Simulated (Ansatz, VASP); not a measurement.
## One calculation of As, two programs

```
CELL_PARAMETERS angstrom
1.94132 -9.29448 0.00000
1.94132 9.29448 0.00000
0.00000 0.00000 5.32444
ATOMIC_POSITIONS crystal
As 0.06707 0.93293 0.91699
As 0.56707 0.43293 0.58301
As 0.93293 0.06707 0.08301
As 0.43293 0.56707 0.41699
```

Alike in both runs: task single point; functional BLYP; k mesh 10 × 10 × 7; occupations fermi-dirac, width 0.1 eV; no spin polarisation.

|  | VASP | Ansatz |
| --- | --- | --- |
| version | VASP 6.6.1 | Ansatz 0.2.0 |
| potentials or method | VASP PAW PBE potentials, release 64 (As), cutoff 520 eV | plane waves (420 eV) with PAW, scalar-relativistic |
| valence electrons in the cell | 20 | 60 |

VASP gave:

* pressure (GPa): -2.5
* traceless stress, the component that is largest in VASP (GPa): 0.45

**Question.** What did Ansatz give for the same quantities?

**Answer.** Pressure (GPa): -2.6; traceless stress, the component that is largest in VASP (GPa): 0.45.

VASP's potentials were made for PBE, not for BLYP. With one functional, cell and mesh, what is left measures potentials, basis and numerics. VASP's potentials hold 20 valence electrons a cell and Ansatz's 60, so a difference there can come from the potentials and not from the codes.
